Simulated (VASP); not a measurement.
MgB, 4 atoms in the cell. It takes space group P6_3/mmc (No. 194, hexagonal). Conventional cell: a = 4.186 Å, b = 4.186 Å, c = 4.651 Å, α = 90.00°, β = 90.00°, γ = 120.00°. Within 3.1 Å of Mg (site symmetry -6m2) lie 5 B at 2.33 to 2.42 Å. B (site symmetry -6m2) has 5 Mg at 2.33 to 2.42 Å within 3.1 Å. 

- Program: VASP 6.6.1
- Task: single point
- Functional: PBE
- Potentials or basis: VASP PAW PBE potentials, release 64 (Mg, B)
- Cutoff: 520 eV
- k mesh: 12 × 12 × 10
- Occupations: gaussian, width 0.1 eV
- Spin: no spin polarisation
- Dipole correction: no
- Further INCAR settings: ALGO = Normal; EDIFF = 1e-06; NBANDS = 13

Potentials or basis: VASP PAW PBE potentials, release 64 (Mg, B).

Launch:

```bash
$ cat potpaw_PBE.64/Mg/POTCAR potpaw_PBE.64/B/POTCAR > POTCAR
$ mpirun -np 1 vasp_std > vasp.out
```

Hardware: 1 thread of Intel Xeon 8259CL, on a shared host.

Question: How long does it take, and how much memory?

Answer: Run time: 87 s on 1 thread of Intel Xeon 8259CL, with other jobs on the host, peak memory 0.25 GiB. Counts: scf iterations 13, k points 114.
